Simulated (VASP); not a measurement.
**YW3: relaxation of cell and atoms with PBE**

YW3:

```
Y W
1.0
     4.16419    0.00000    0.00000
     0.00000    4.16419    0.00000
     0.00000    0.00000    4.12139
Y W
1 3
Direct
  0.00000 0.00000 0.00000
  0.00000 0.50000 0.50000
  0.50000 0.00000 0.50000
  0.50000 0.50000 0.00000
```

* Program: VASP 6.6.1
* Task: relaxation of cell and atoms
* Functional: PBE
* Potentials or basis: VASP PAW PBE potentials, release 64 (Y_sv, W_sv)
* Cutoff: 600 eV
* k mesh: 4 × 4 × 4
* Occupations: gaussian, width 0.1 eV
* Spin: no spin polarisation
* Dipole correction: no
* Further INCAR settings: ALGO = Fast; EDIFF = 1e-06; IBRION = 2; EDIFFG = -0.04; NSW = 90; ISIF = 3

```yaml
Relaxed_volume: 18.07 Å³/atom
Relaxed_cell: a = 4.781 Å, b = 4.781 Å, c = 3.162 Å, α = 90.00°, β = 90.00°, γ = 90.00°
Space_group_after_relaxing_to_0.1_Å: P4/mmm (No. 123)
Energy_gained_by_relaxing: 386.5 meV/atom
Ionic_steps: 18
Pressure_after_relaxing: 0.0 GPa
Band_gap_on_the_k_mesh: zero (an odd number of electrons rules out a gap without spin polarisation)
```

The path:
| step | energy change (eV) | largest force (eV/Å) | pressure (GPa) | volume (Å³) |
| --- | --- | --- | --- | --- |
| 1 | 0.0000 | 0.0000 | 8.69 | 71.47 |
| 2 | 0.2259 | 0.0000 | -13.20 | 81.97 |
| 3 | -0.0891 | 0.0000 | -0.32 | 74.95 |
| 4 | -0.0892 | 0.0000 | -0.10 | 74.85 |
| 5 | -0.0978 | 0.0000 | -0.21 | 74.87 |
| 6 | -0.1483 | 0.0000 | -0.48 | 74.88 |
| 7 | -0.4216 | 0.0000 | -1.09 | 74.76 |
| 8 | -1.1121 | 0.0000 | -2.77 | 73.94 |
| 9 | -1.0030 | 0.0000 | 9.80 | 69.75 |
| 10 | -1.4137 | 0.0000 | -0.90 | 72.66 |
| 11 | -1.4448 | 0.0000 | 3.59 | 71.18 |
| 12 | -1.5372 | 0.0000 | 0.81 | 71.97 |
| 13 | -1.5380 | 0.0000 | 2.04 | 71.55 |
| 14 | -1.5435 | 0.0000 | 1.52 | 71.73 |
| 15 | -1.5208 | 0.0000 | -2.39 | 73.26 |
| 16 | -1.5450 | 0.0000 | 0.69 | 72.03 |
| 17 | -1.5458 | 0.0000 | -0.37 | 72.42 |
| 18 | -1.5461 | 0.0000 | 0.05 | 72.27 |

Final structure:
```yaml
crystal:
  lattice:
    - [4.78074, 0.00000, 0.00000]
    - [0.00000, 4.78074, 0.00000]
    - [0.00000, 0.00000, 3.16225]
  atoms:
    - { symbol: Y, position: [0.00000, 0.00000, 0.00000] }
    - { symbol: W, position: [0.00000, 0.50000, 0.50000] }
    - { symbol: W, position: [0.50000, 0.00000, 0.50000] }
    - { symbol: W, position: [0.50000, 0.50000, 0.00000] }
```

Levels at points of the mesh, in eV from the Fermi level:
```csv
k point,band 23,band 24,band 25,band 26,band 27,band 28,band 29,band 30
"(0.00, 0.00, 0.00)",-1.62,-0.45,0.43,0.43,1.36,1.36,1.79,1.86
"(0.50, 0.00, 0.00)",-1.21,-1.03,-0.69,-0.15,0.42,0.47,0.93,1.94
"(0.50, 0.50, 0.00)",-1.52,-0.20,-0.18,0.16,0.16,0.48,0.77,0.93
"(0.00, 0.00, 0.50)",-1.75,-1.42,-1.04,-0.85,-0.01,-0.01,1.34,3.29
"(0.50, 0.00, 0.50)",-1.64,-1.51,-1.30,-1.24,-0.34,0.13,1.93,3.75
"(0.50, 0.50, 0.50)",-2.23,-1.79,0.88,1.84,1.84,2.48,2.50,2.50
```

It took 26 min on 1 thread of Oxide Virtual Turin-like Processor (shared host), peak memory 0.22 GiB.

Caveat: the k points lie up to 0.50 Å⁻¹ apart in the final cell, too coarse for converged energies and pressures of a metal; a cell axis changed by over 15 % at a fixed basis, so the end point is rough; spin-orbit coupling is left out, which moves the levels of the heavy elements.
